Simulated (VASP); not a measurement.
# Na2C (I4/mmm) in VASP: single point with PBE

Aim: the single point of Na2C with PBE.

Program: VASP 6.6.1. These are calculated values, not measurements. Logs are shortened: lines on timing, memory, paths and dates and some standing lists are left out, and cuts for length are marked.

## 1. The cell of the first run

Symmetry: I4/mmm, No. 139, tetragonal system. The conventional cell has a = 3.121 Å, b = 3.121 Å, c = 12.136 Å, α = 90.00°, β = 90.00°, γ = 90.00°. Na (site symmetry 4mm) has 4 C at 2.61 Å and 5 Na at 2.80 to 3.12 Å within 3.4 Å. C (site symmetry 4/mmm) has 8 Na at 2.61 Å and 4 C at 3.12 Å within 3.4 Å.

The cell was built from a structure type or drawn by symmetry, and may not be a known phase.

## 2. Single point, PBE

Input file INCAR:

```
PREC = Accurate
ENCUT = 520
EDIFF = 1E-7
ISMEAR = 0
SIGMA = 0.1
LREAL = False
LASPH = True
NELM = 100
ALGO = Fast
ISIF = 2
LWAVE = False
LCHARG = True
GGA = PE
LELF = True
LVHAR = True
NBANDS = 16
```

Input file KPOINTS:

```
regular mesh
0
Gamma
  20 20 20
```

Input file POSCAR:

```
Na2C
1.0
   -1.5606910208      1.5606910208      6.0678642945
    1.5606910208     -1.5606910208      6.0678642945
    1.5606910208      1.5606910208     -6.0678642945
Na C
2 1
Direct
    0.3847457215      0.3847457215      0.0000000000
    0.6152542785      0.6152542785      0.0000000000
    0.0000000000      0.0000000000      0.0000000000
```

Potentials or basis: VASP PAW PBE potentials, release 64 (Na_pv, C).

Started as:

```
$ cat potpaw_PBE.64/Na_pv/POTCAR potpaw_PBE.64/C/POTCAR > POTCAR
$ mpirun -np 1 vasp_std > vasp.out
```

OUTCAR:

```text
PREC = Accurate
   ENCUT = 520
   EDIFF = 1E-7
   ISMEAR = 0
   LREAL = False
   LASPH = True
   NELM = 100
   ISIF = 2
   GGA = PE

 ion  position               nearest neighbor table
   1  0.385  0.385  0.000-
   2  0.615  0.615  0.000-
   3  0.000  0.000  0.000-

  LATTYP: Found a body centered tetragonal cell.
 ALAT       =     3.1213820416
 C/A-ratio  =     3.8879343916

  Lattice vectors:

 A1 = (  -1.5606910208,   1.5606910208,   6.0678642945)
 A2 = (   1.5606910208,  -1.5606910208,   6.0678642945)
 A3 = (   1.5606910208,   1.5606910208,  -6.0678642945)

Analysis of symmetry for initial positions (statically):
=====================================================================
 Subroutine PRICEL returns:
 Original cell was already a primitive cell.

 Routine SETGRP: Setting up the symmetry group for a
 body centered tetragonal supercell.

 Subroutine GETGRP returns: Found 16 space group operations
 (whereof 16 operations were pure point group operations)
 out of a pool of 16 trial point group operations.

The static configuration has the point symmetry D_4h.

Analysis of symmetry for dynamics (positions and initial velocities):
=====================================================================
 Subroutine PRICEL returns:
 Original cell was already a primitive cell.

 Routine SETGRP: Setting up the symmetry group for a
 body centered tetragonal supercell.

 Subroutine GETGRP returns: Found 16 space group operations
 (whereof 16 operations were pure point group operations)
 out of a pool of 16 trial point group operations.

The dynamic configuration has the point symmetry D_4h.

 Subroutine INISYM returns: Found 16 space group operations
 (whereof 16 operations are pure point group operations),
 and found     1 'primitive' translations

----------------------------------------------------------------------------------------

                                     Primitive cell

  volume of cell :      59.1194

  direct lattice vectors                    reciprocal lattice vectors
    -1.560691021  1.560691021  6.067864294     0.000000000  0.320370908  0.082401315
     1.560691021 -1.560691021  6.067864294     0.320370908  0.000000000  0.082401315
     1.560691021  1.560691021 -6.067864294     0.320370908  0.320370908  0.000000000

  length of vectors
     6.456817329  6.456817329  6.456817329     0.330798270  0.330798270  0.453072884

  position of ions in fractional coordinates (direct lattice)
     0.384745722  0.384745722  0.000000000
     0.615254278  0.615254278  0.000000000
     0.000000000  0.000000000  0.000000000

  ion indices of the primitive-cell ions
   primitive index   ion index
                 1           1
                 2           2
                 3           3

----------------------------------------------------------------------------------------

 KPOINTS: regular mesh

Automatic generation of k-mesh.
 Grid dimensions read from file:
 generate k-points for:   20   20   20

 Generating k-lattice:

  Cartesian coordinates                     Fractional coordinates (reciprocal lattice)
     0.000000000  0.016018545  0.004120066     0.050000000  0.000000000 -0.000000000
     0.016018545  0.000000000  0.004120066     0.000000000  0.050000000 -0.000000000
     0.016018545  0.016018545  0.000000000     0.000000000  0.000000000  0.050000000

  Length of vectors
     0.016539914  0.016539914  0.022653644

  Shift w.r.t. Gamma in fractional coordinates (k-lattice)
     0.000000000  0.000000000  0.000000000

 Subroutine IBZKPT returns following result:
 ===========================================

 Found    641 irreducible k-points:

 Following reciprocal coordinates:
            Coordinates               Weight
  0.000000  0.000000  0.000000      1.000000
  0.050000  0.000000 -0.000000      8.000000
  0.100000  0.000000 -0.000000      8.000000
  0.150000  0.000000 -0.000000      8.000000
  0.200000  0.000000 -0.000000      8.000000
  0.250000  0.000000 -0.000000      8.000000
[... 16 lines left out ...]
 -0.400000  0.050000  0.000000     16.000000
 -0.350000  0.050000  0.000000     16.000000
 [... further k-points ...]
   k-points           NKPTS =    641   k-points in BZ     NKDIM =    641   number of bands    NBANDS=     16
   number of dos      NEDOS =    301   number of ions     NIONS =      3
   total plane-waves  NPLWV = 110592
   dimension x,y,z NGX =    48 NGY =   48 NGZ =   48
   dimension x,y,z NGXF=    96 NGYF=   96 NGZF=   96
   ions per type =               2   1
   NGX,Y,Z   is equivalent  to a cutoff of  12.36, 12.36, 12.36 a.u.
   NGXF,Y,Z  is equivalent  to a cutoff of  24.72, 24.72, 24.72 a.u.
 SYSTEM =  unknown system
   PREC   = accura    normal or accurate (medium, high low for compatibility)
   ISTART =      0    job   : 0-new  1-cont  2-samecut
   ICHARG =      2    charge: 1-file 2-atom 10-const
   ISPIN  =      1    spin polarized calculation?
   LNONCOLLINEAR =      F non collinear calculations
   LSORBIT =      F    spin-orbit coupling
   LASPH  =      T    aspherical Exc in radial PAW
   ENCUT  =  520.0 eV  38.22 Ry    6.18 a.u.  12.01 12.01 12.01*2*pi/ulx,y,z
   NELM   =    100;   NELMIN=  2; NELMDL= -5     # of ELM steps
   EDIFF  = 0.1E-06   stopping-criterion for ELM
   LREAL  =      F    real-space projection
   EDIFFG = 0.1E-05   stopping-criterion for IOM
   NSW    =      0    number of steps for IOM
   IBRION =     -1    ionic relax: 0-MD 1-quasi-New 2-CG
   NFREE  =      0    steps in history (QN), initial steepest desc. (CG)
   ISIF   =      2    stress and relaxation
   ISYM   =      2    0-nonsym 1-usesym 2-fastsym
   POTIM  = 0.5000    time-step for ionic-motion
   TEBEG  =    0.0;   TEEND  =   0.0 temperature during run
   PSTRESS=    0.0 pullay stress
   NELECT =      18.0000    total number of electrons
   NUPDOWN=      -1.0000    fix difference up-down
   EMIN   =  10.00;   EMAX   =-10.00  energy-range for DOS
   EFERMI =   0.00;   METHOD = LEGACY
   ISMEAR =     0;   SIGMA  =   0.10  broadening in eV -4-tet -1-fermi 0-gaus
   EFERMI_NEDOS =   21; number of points for ismear=-14 and -15
   IALGO  =     68    algorithm
   IMIX   =      4    mixing-type and parameters
     AMIX     =   0.40;   BMIX     =  1.00
     AMIX_MAG =   1.60;   BMIX_MAG =  1.00
  volume/ion in A,a.u.               =      19.71       132.99
  Fermi-wavevector in a.u.,A,eV,Ry     =   1.101343  2.081236 16.503261  1.212955
  Thomas-Fermi vector in A             =   2.237768
   LORBIT       =      0    0 simple, 1 ext, 2 COOP (PROOUT), +10 PAW based schemes
   GGA     = PE    functional components
   LHFCALC =     F    Hartree Fock is set to
   AEXX    =    0.0000 exact exchange contribution
   IVDW    =     0    specifies the selected vdW correction
   LEPSILON=     F    determine dielectric tensor
   LRPA    =     F    only Hartree local field effects (RPA)
 non-spin polarized calculation
 RMM-DIIS sequential band-by-band and
 Gauss-broadening in eV      SIGMA  =   0.10
  energy-cutoff  :      520.00
  volume of cell :       59.12
 maximum number of plane-waves:      1620
   NGX = 23   NGY = 23   NGZ = 23

 number of electron      17.9999996 magnetization

 Free energy of the ion-electron system (eV)
  ---------------------------------------------------
  ext. energy  EPLUGINS =         0.00000000
  ---------------------------------------------------
  free energy    TOTEN  =        -7.78305602 eV

  energy without entropy =       -7.77520231  energy(sigma->0) =       -7.77912917

 E-fermi :   1.0862     XC(G=0):  -8.0422

 val. band max:        1.0835986160   @ k =  -0.2000  -0.4000   0.2000
 cond. band min:       1.0875625421   @ k =   0.4500   0.2000   0.1000
 fundamental gap:      0.0039639261
 Fermi energy:         1.0861909311

 k-point     1 :       0.0000    0.0000    0.0000
  band No.  band energies     occupation
      1     -22.5355      2.00000
      2     -22.3784      2.00000
      3     -22.3395      2.00000
      4     -22.3395      2.00000
      5     -22.3256      2.00000
      6     -22.3256      2.00000
[... 8 lines left out ...]
     15      11.9245      0.00000
     16      12.5921      0.00000

 k-point     2 :       0.0500    0.0000   -0.0000
  band No.  band energies     occupation
      1     -22.5348      2.00000
      2     -22.3783      2.00000
      3     -22.3426      2.00000
      4     -22.3393      2.00000
      5     -22.3283      2.00000
      6     -22.3253      2.00000
[... 8 lines left out ...]
     15      11.9591      0.00000
     16      12.0733      0.00000

 k-point     3 :       0.1000    0.0000   -0.0000
  band No.  band energies     occupation
      1     -22.5328      2.00000
      2     -22.3780      2.00000
      3     -22.3515      2.00000
      4     -22.3385      2.00000
      5     -22.3362      2.00000
      6     -22.3246      2.00000
[... 8 lines left out ...]
     15      11.4768      0.00000
     16      12.0757      0.00000

 k-point     4 :       0.1500    0.0000   -0.0000
  band No.  band energies     occupation
      1     -22.5296      2.00000
      2     -22.3777      2.00000
      3     -22.3653      2.00000
      4     -22.3484      2.00000
      5     -22.3374      2.00000
      6     -22.3233      2.00000
[... 8 lines left out ...]
     15      11.6662      0.00000
     16      12.2400      0.00000
[... 324 lines left out ...]
 k-point    22 :      -0.4500    0.0500    0.0000
  band No.  band energies     occupation
      1     -22.5073      2.00000
      2     -22.4602      2.00000
      3     -22.4324      2.00000
      4     -22.3742      2.00000
      5     -22.3320      2.00000
      6     -22.3176      2.00000
[... 8 lines left out ...]
     15      11.7434      0.00000
     16      13.0625      0.00000

 k-point    23 :      -0.4000    0.0500    0.0000
  band No.  band energies     occupation
      1     -22.5095      2.00000
      2     -22.4515      2.00000
      3     -22.4247      2.00000
      4     -22.3743      2.00000
      5     -22.3327      2.00000
      6     -22.3184      2.00000
[... 8 lines left out ...]
     15      11.5666      0.00000
     16      12.9935      0.00000

 k-point    24 :      -0.3500    0.0500    0.0000
  band No.  band energies     occupation
      1     -22.5128      2.00000
      2     -22.4379      2.00000
      3     -22.4127      2.00000
      4     -22.3745      2.00000
      5     -22.3339      2.00000
      6     -22.3196      2.00000
[... 8 lines left out ...]
     15      11.3095      0.00000
     16      13.0004      0.00000

 [... further k-points ...]

------------------------ aborting loop because EDIFF is reached ----------------------------------------

  FORCE on cell =-STRESS in cart. coord.  units (eV):
  Direction    XX          YY          ZZ          XY          YZ          ZX
  --------------------------------------------------------------------------------------
  -------------------------------------------------------------------------------------
  Total        0.0220398      0.0220398      0.0068273      0.0000000      0.0000000      0.0000000
  in kB        0.5972939      0.5972939      0.1850258      0.0000000      0.0000000      0.0000000
  external PRESSURE =       0.4598712 kB  Pullay stress =       0.0000000 kB

 VOLUME and BASIS-vectors are now :
 -----------------------------------------------------------------------------
  energy-cutoff  :      520.00
  volume of cell :       59.12
      direct lattice vectors                 reciprocal lattice vectors
    -1.560691021  1.560691021  6.067864294     0.000000000  0.320370908  0.082401315
     1.560691021 -1.560691021  6.067864294     0.320370908  0.000000000  0.082401315
     1.560691021  1.560691021 -6.067864294     0.320370908  0.320370908  0.000000000

 POSITION                                       TOTAL-FORCE (eV/Angst)
 -----------------------------------------------------------------------------------
      0.00000      0.00000      4.66917        -0.000000     -0.000000     -0.006400
      0.00000      0.00000      7.46656         0.000000     -0.000000      0.006400
      0.00000      0.00000      0.00000         0.000000      0.000000     -0.000000
 -----------------------------------------------------------------------------------
    total drift:                               -0.000000     -0.000000      0.000000

  FREE ENERGIE OF THE ION-ELECTRON SYSTEM (eV)
  ---------------------------------------------------
  free  energy   TOTEN  =        -7.7830560234 eV

  energy  without entropy=       -7.7752023129  energy(sigma->0) =       -7.77912917
```

It took 19 min on 1 thread of Intel Xeon 6975P-C (Granite Rapids), shared host; peak memory 0.69 GiB.

What came out:

| Quantity | Value |
| --- | --- |
| Free energy | -7.7831 eV |
| Pressure | 0.0 GPa |
| Largest force | 0.006 eV/Å |
| Band gap on the k mesh | zero (bands 9 and 10 overlap by 1.67 eV) |

Forces on the atoms (eV/Å):
```
Na   0.000  0.000 -0.006
Na   0.000  0.000  0.006
C    0.000  0.000  0.000
```

Levels at points of the mesh, in eV from the Fermi level:
| k point | band 5 | band 6 | band 7 | band 8 | band 9 | band 10 | band 11 | band 12 | band 13 | band 14 |
| --- | --- | --- | --- | --- | --- | --- | --- | --- | --- | --- |
| (0.00, 0.00, 0.00) | -23.41 | -23.41 | -9.39 | -1.67 | -1.11 | 1.65 | 1.65 | 6.47 | 8.15 | 10.12 |
| (0.50, 0.00, 0.00) | -23.42 | -23.40 | -8.21 | -2.32 | -0.50 | 2.04 | 2.28 | 3.24 | 6.40 | 8.59 |
| (0.50, 0.50, 0.00) | -23.50 | -23.45 | -7.32 | -1.24 | -1.23 | 0.35 | 5.29 | 5.84 | 6.02 | 6.96 |
| (0.50, 0.50, 0.50) | -23.41 | -23.41 | -9.36 | -2.80 | 1.15 | 1.65 | 1.65 | 3.95 | 8.65 | 9.64 |
